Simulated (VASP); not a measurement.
# P (Fd-3m) in VASP: a series of runs, part 3 of 3

VASP 6.6.1.

### 6 Single point, PBE (volume scaled by 1.12)

Input file INCAR:

```
ALGO     = Normal         # electronic algorithm
EDIFF    = 1E-7           # SCF threshold, eV
ENCUT    = 520            # plane-wave cutoff, eV
GGA      = PE             # functional
ISIF     = 2              # what is computed and relaxed
ISMEAR   = -1             # smearing method
LASPH    = True           # aspherical terms in the spheres
LCHARG   = False          # write CHGCAR
LREAL    = False          # projectors in reciprocal space
LWAVE    = False          # write WAVECAR
NBANDS   = 12             # bands
NELM     = 100            # most SCF steps
PREC     = Accurate       # precision mode
SIGMA    = 0.1            # smearing width, eV
```

Input file KPOINTS:

```
k-points
0
Gamma
  11 11 11
```

Input file POSCAR:

```
P
1.0
    0.0000000000      2.8445554114      2.8445554114
    2.8445554114      0.0000000000      2.8445554114
    2.8445554114      2.8445554114      0.0000000000
P
2
Direct
    0.1250000000      0.1250000000      0.1250000000
    0.8750000000      0.8750000000      0.8750000000
```

Potentials or basis: VASP PAW PBE potentials, release 64 (P).

Run with:

```sh
$ cat potpaw_PBE.64/P/POTCAR > POTCAR
$ mpirun -np 1 vasp_std > vasp.out
```

OUTCAR:

```text
EDIFF = 1E-7
   ENCUT = 520
   GGA = PE
   ISIF = 2
   ISMEAR = -1
   LASPH = True
   LREAL = False
   NELM = 100
   PREC = Accurate

 ion  position               nearest neighbor table
   1  0.125  0.125  0.125-   2 2.46   2 2.46   2 2.46   2 2.46
   2  0.875  0.875  0.875-   1 2.46   1 2.46   1 2.46   1 2.46

  LATTYP: Found a face centered cubic cell.
 ALAT       =     5.6891108228

  Lattice vectors:

 A1 = (   0.0000000000,   2.8445554114,   2.8445554114)
 A2 = (   2.8445554114,   0.0000000000,   2.8445554114)
 A3 = (   2.8445554114,   2.8445554114,   0.0000000000)

Analysis of symmetry for initial positions (statically):
=====================================================================
 Subroutine PRICEL returns:
 Original cell was already a primitive cell.

 Routine SETGRP: Setting up the symmetry group for a
 face centered cubic supercell.

 Subroutine GETGRP returns: Found 48 space group operations
 (whereof 12 operations were pure point group operations)
 out of a pool of 48 trial point group operations.

The static configuration has the point symmetry D_3d.
 The point group associated with its full space group is O_h .

Analysis of symmetry for dynamics (positions and initial velocities):
=====================================================================
 Subroutine PRICEL returns:
 Original cell was already a primitive cell.

 Routine SETGRP: Setting up the symmetry group for a
 face centered cubic supercell.

 Subroutine GETGRP returns: Found 48 space group operations
 (whereof 12 operations were pure point group operations)
 out of a pool of 48 trial point group operations.

The dynamic configuration has the point symmetry D_3d.
 The point group associated with its full space group is O_h .

 Subroutine INISYM returns: Found 48 space group operations
 (whereof 12 operations are pure point group operations),
 and found     1 'primitive' translations

----------------------------------------------------------------------------------------

                                     Primitive cell

  volume of cell :      46.0334

  direct lattice vectors                    reciprocal lattice vectors
     0.000000000  2.844555411  2.844555411    -0.175774393  0.175774393  0.175774393
     2.844555411  0.000000000  2.844555411     0.175774393 -0.175774393  0.175774393
     2.844555411  2.844555411  0.000000000     0.175774393  0.175774393 -0.175774393

  length of vectors
     4.022808842  4.022808842  4.022808842     0.304450179  0.304450179  0.304450179

  position of ions in fractional coordinates (direct lattice)
     0.125000000  0.125000000  0.125000000
     0.875000000  0.875000000  0.875000000

  ion indices of the primitive-cell ions
   primitive index   ion index
                 1           1
                 2           2

----------------------------------------------------------------------------------------

 KPOINTS: k-points

Automatic generation of k-mesh.
 Grid dimensions read from file:
 generate k-points for:   11   11   11

 Generating k-lattice:

  Cartesian coordinates                     Fractional coordinates (reciprocal lattice)
    -0.015979490  0.015979490  0.015979490     0.090909091  0.000000000  0.000000000
     0.015979490 -0.015979490  0.015979490     0.000000000  0.090909091  0.000000000
     0.015979490  0.015979490 -0.015979490     0.000000000  0.000000000  0.090909091

  Length of vectors
     0.027677289  0.027677289  0.027677289

  Shift w.r.t. Gamma in fractional coordinates (k-lattice)
     0.000000000  0.000000000  0.000000000

 Subroutine IBZKPT returns following result:
 ===========================================

 Found     56 irreducible k-points:

 Following reciprocal coordinates:
            Coordinates               Weight
  0.000000  0.000000  0.000000      1.000000
  0.090909  0.000000  0.000000      8.000000
  0.181818  0.000000  0.000000      8.000000
  0.272727  0.000000  0.000000      8.000000
  0.363636  0.000000  0.000000      8.000000
  0.454545  0.000000  0.000000      8.000000
[... 16 lines left out ...]
 -0.272727  0.181818  0.000000     24.000000
 -0.181818  0.181818  0.000000     12.000000
 [... further k-points ...]
   k-points           NKPTS =     56   k-points in BZ     NKDIM =     56   number of bands    NBANDS=     12
   number of dos      NEDOS =    301   number of ions     NIONS =      2
   total plane-waves  NPLWV =  27000
   dimension x,y,z NGX =    30 NGY =   30 NGZ =   30
   dimension x,y,z NGXF=    60 NGYF=   60 NGZF=   60
   ions per type =               2
   NGX,Y,Z   is equivalent  to a cutoff of  12.40, 12.40, 12.40 a.u.
   NGXF,Y,Z  is equivalent  to a cutoff of  24.80, 24.80, 24.80 a.u.
 SYSTEM =  unknown system
   PREC   = accura    normal or accurate (medium, high low for compatibility)
   ISTART =      0    job   : 0-new  1-cont  2-samecut
   ICHARG =      2    charge: 1-file 2-atom 10-const
   ISPIN  =      1    spin polarized calculation?
   LNONCOLLINEAR =      F non collinear calculations
   LSORBIT =      F    spin-orbit coupling
   LASPH  =      T    aspherical Exc in radial PAW
   ENCUT  =  520.0 eV  38.22 Ry    6.18 a.u.   7.48  7.48  7.48*2*pi/ulx,y,z
   NELM   =    100;   NELMIN=  2; NELMDL= -5     # of ELM steps
   EDIFF  = 0.1E-06   stopping-criterion for ELM
   LREAL  =      F    real-space projection
   EDIFFG = 0.1E-05   stopping-criterion for IOM
   NSW    =      0    number of steps for IOM
   IBRION =     -1    ionic relax: 0-MD 1-quasi-New 2-CG
   NFREE  =      0    steps in history (QN), initial steepest desc. (CG)
   ISIF   =      2    stress and relaxation
   ISYM   =      2    0-nonsym 1-usesym 2-fastsym
   POTIM  = 0.5000    time-step for ionic-motion
   TEBEG  =    0.0;   TEEND  =   0.0 temperature during run
   PSTRESS=    0.0 pullay stress
   NELECT =      10.0000    total number of electrons
   NUPDOWN=      -1.0000    fix difference up-down
   EMIN   =  10.00;   EMAX   =-10.00  energy-range for DOS
   EFERMI =   0.00;   METHOD = LEGACY
   ISMEAR =    -1;   SIGMA  =   0.10  broadening in eV -4-tet -1-fermi 0-gaus
   EFERMI_NEDOS =   21; number of points for ismear=-14 and -15
   IALGO  =     38    algorithm
   IMIX   =      4    mixing-type and parameters
     AMIX     =   0.40;   BMIX     =  1.00
     AMIX_MAG =   1.60;   BMIX_MAG =  1.00
  volume/ion in A,a.u.               =      23.02       155.32
  Fermi-wavevector in a.u.,A,eV,Ry     =   0.984125  1.859727 13.177280  0.968503
  Thomas-Fermi vector in A             =   2.115335
   LORBIT       =      0    0 simple, 1 ext, 2 COOP (PROOUT), +10 PAW based schemes
   GGA     = PE    functional components
[... 5 lines left out ...]
 non-spin polarized calculation
  energy-cutoff  :      520.00
  volume of cell :       46.03
 maximum number of plane-waves:      1258
 NGX is ok and might be reduce to    30
   NGX = 15   NGY = 15   NGZ = 15

 number of electron      10.0000000 magnetization

 number of electron       9.9999999 magnetization

 Free energy of the ion-electron system (eV)
  ---------------------------------------------------
  ext. energy  EPLUGINS =         0.00000000
  ---------------------------------------------------
  free energy    TOTEN  =        -9.60442547 eV

  energy without entropy =       -9.57088566  energy(sigma->0) =       -9.58765557

 E-fermi :   4.6774     XC(G=0):  -9.0467

 val. band max:        4.5824529538   @ k =   0.2727   0.2727   0.0000
 cond. band min:       4.6924236920   @ k =   0.4545   0.3636   0.0909
 fundamental gap:      0.1099707382
 Fermi energy:         4.6773529303

 k-point     1 :       0.0000    0.0000    0.0000
  band No.  band energies     occupation
      1      -9.3430      2.00000
      2       0.4864      2.00000
      3       2.0262      2.00000
      4       2.0262      2.00000
      5       2.0262      2.00000
      6       4.9765      0.09559
      7       4.9765      0.09559
      8       4.9765      0.09559
      9      10.5584      0.00000
     10      11.7278      0.00000
     11      11.7278      0.00000
     12      14.7824      0.00000
[... 331 lines left out ...]
 k-point    24 :      -0.1818    0.1818    0.0000
  band No.  band energies     occupation
      1      -8.4858      2.00000
      2      -2.9372      2.00000
      3       0.2379      2.00000
      4       1.4788      2.00000
      5       3.6948      1.99989
      6       5.9349      0.00001
      7       6.0167      0.00000
      8       7.1345      0.00000
      9      10.4300      0.00000
     10      12.1432      0.00000
     11      12.5770      0.00000
     12      15.2537      0.00000

 [... further k-points ...]
[... 5 lines left out ...]
  --------------------------------------------------------------------------------------
  -------------------------------------------------------------------------------------
  Total       -1.2308448     -1.2308448     -1.2308448      0.0000000      0.0000000      0.0000000
  in kB      -42.8391339    -42.8391339    -42.8391339      0.0000000      0.0000000      0.0000000
  external PRESSURE =     -42.8391339 kB  Pullay stress =       0.0000000 kB

 VOLUME and BASIS-vectors are now :
 -----------------------------------------------------------------------------
  energy-cutoff  :      520.00
  volume of cell :       46.03
      direct lattice vectors                 reciprocal lattice vectors
     0.000000000  2.844555411  2.844555411    -0.175774393  0.175774393  0.175774393
     2.844555411  0.000000000  2.844555411     0.175774393 -0.175774393  0.175774393
     2.844555411  2.844555411  0.000000000     0.175774393  0.175774393 -0.175774393

 POSITION                                       TOTAL-FORCE (eV/Angst)
 -----------------------------------------------------------------------------------
      0.71114      0.71114      0.71114        -0.000000     -0.000000     -0.000000
      4.97797      4.97797      4.97797         0.000000      0.000000      0.000000
 -----------------------------------------------------------------------------------
    total drift:                               -0.000000      0.000000      0.000000

  FREE ENERGIE OF THE ION-ELECTRON SYSTEM (eV)
  ---------------------------------------------------
  free  energy   TOTEN  =        -9.6044254707 eV

  energy  without entropy=       -9.5708856626  energy(sigma->0) =       -9.58765557
```

Run time: 28 s. Hardware: 1 thread of Intel Xeon Platinum 8259CL at 2.50GHz (Skylake/Cascade Lake), shared host; peak memory 0.17 GiB.

What came out:

```yaml
Free_energy: -9.6044 eV
Pressure: -4.3 GPa
Band_gap_on_the_k_mesh: zero (band 5 reaches 5.41 eV, above the bottom of band 6 at 4.02 eV)
```

### 7 Summary

| cell | gap on the mesh (eV) | pressure (GPa) |
| --- | --- | --- |
| a = 3.821 Å, angles 60.0°, 2 atoms | none | 1.9 |
| a = 3.874 Å, angles 60.0°, 2 atoms | none | 0.0 |
| a = 3.925 Å, angles 60.0°, 2 atoms | none | -1.6 |
| a = 3.974 Å, angles 60.0°, 2 atoms | none | -3.0 |
| a = 4.023 Å, angles 60.0°, 2 atoms | none | -4.3 |

Alike in all rows: task single point; level PBE; potentials or basis VASP PAW PBE potentials, release 64 (P); no spin polarisation; k mesh 11 × 11 × 11; cutoff (eV) 520; smearing fermi-dirac 0.1 eV.

Total energies depend on the potentials used, so only differences within one code and one set of settings carry meaning.
